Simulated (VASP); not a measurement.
The system is Be2S.

```
Be S
1.0
    -2.77209    2.77209    2.16596
     2.77209   -2.77209    2.16596
     2.77209    2.77209   -2.16596
Be S
4 2
Direct
  0.28755 0.17900 0.43727
  0.85028 0.28755 0.10855
  0.74173 0.85028 0.56273
  0.17900 0.74173 0.89145
  0.74053 0.74053 0.00000
  0.20092 0.20092 0.00000
```

```yaml
Program: VASP 6.6.1
Task: relaxation of cell and atoms
Functional: PBE
Potentials_or_basis: VASP PAW PBE potentials, release 64 (Be, S)
Cutoff: 600 eV
k_mesh: 6 × 6 × 6
Occupations: gaussian, width 0.1 eV
Spin: no spin polarisation
```

At the start: pressure 22.1 GPa; volume 11.10 Å³/atom.

Question: How do energy, volume and symmetry change on relaxing?

Answer: Over 27 steps the energy falls by 1264.7 meV/atom and the volume is 14.11 Å³/atom (+27.1 %); space group I4 (No. 79, to 0.1 Å) before, I4cm (No. 108, to 0.1 Å).

Step by step:
| step | energy change (eV) | largest force (eV/Å) | pressure (GPa) | volume (Å³) |
| --- | --- | --- | --- | --- |
| 1 | 0.0000 | 6.4055 | 22.06 | 66.58 |
| 2 | -1.0947 | 5.2382 | -1.11 | 82.35 |
| 3 | -1.6538 | 2.1777 | 4.47 | 75.57 |
| 4 | -2.5143 | 1.1972 | -5.84 | 83.32 |
| 5 | -3.0962 | 1.4291 | -8.42 | 88.20 |
| 6 | -3.9560 | 1.5722 | -13.72 | 97.73 |
| 7 | -5.0764 | 1.4011 | -14.03 | 95.01 |
| 8 | -6.0041 | 1.4848 | -12.54 | 90.75 |
| 9 | -6.0968 | 2.3959 | -2.76 | 79.86 |
| 10 | -6.3903 | 1.6906 | -10.16 | 87.15 |
| 11 | -6.4473 | 1.7951 | -9.19 | 85.83 |
| 12 | -6.9217 | 1.0654 | -4.39 | 80.01 |
| 13 | -7.1097 | 1.1002 | 2.75 | 74.18 |
| 14 | -7.2801 | 0.6992 | 2.77 | 74.04 |
| 15 | -7.3662 | 0.2306 | 3.61 | 73.85 |
| 16 | -7.4201 | 0.2665 | 0.58 | 76.42 |
| 17 | -7.4261 | 0.4560 | -0.86 | 77.75 |
| 18 | -7.4688 | 0.4428 | -0.83 | 78.62 |
| 19 | -7.5610 | 0.2939 | -0.34 | 81.15 |
| 20 | -7.4864 | 0.8668 | 2.25 | 85.92 |
| 21 | -7.5809 | 0.1431 | 0.46 | 82.65 |
| 22 | -7.5838 | 0.1453 | -0.35 | 84.04 |
| 23 | -7.5849 | 0.0916 | -0.08 | 83.56 |
| 24 | -7.5863 | 0.0645 | 0.23 | 83.65 |
| 25 | -7.5863 | 0.0690 | 0.28 | 83.67 |
| 26 | -7.5873 | 0.0529 | 0.14 | 83.94 |
| 27 | -7.5883 | 0.0164 | -0.21 | 84.65 |

Final structure:
```yaml
crystal:
  lattice:
    - [-2.28318, 2.28318, 4.05974]
    - [2.28318, -2.28318, 4.05974]
    - [2.28318, 2.28318, -4.05974]
  atoms:
    - { symbol: Be, position: [0.34120, 0.22240, 0.49963] }
    - { symbol: Be, position: [0.84156, 0.34120, 0.11880] }
    - { symbol: Be, position: [0.72277, 0.84156, 0.50037] }
    - { symbol: Be, position: [0.22240, 0.72277, 0.88120] }
    - { symbol: S, position: [0.68565, 0.68565, 0.00000] }
    - { symbol: S, position: [0.18641, 0.18641, 0.00000] }
```

Caveat: the volume moved by over 15 % at a fixed basis, so the end points are rough.
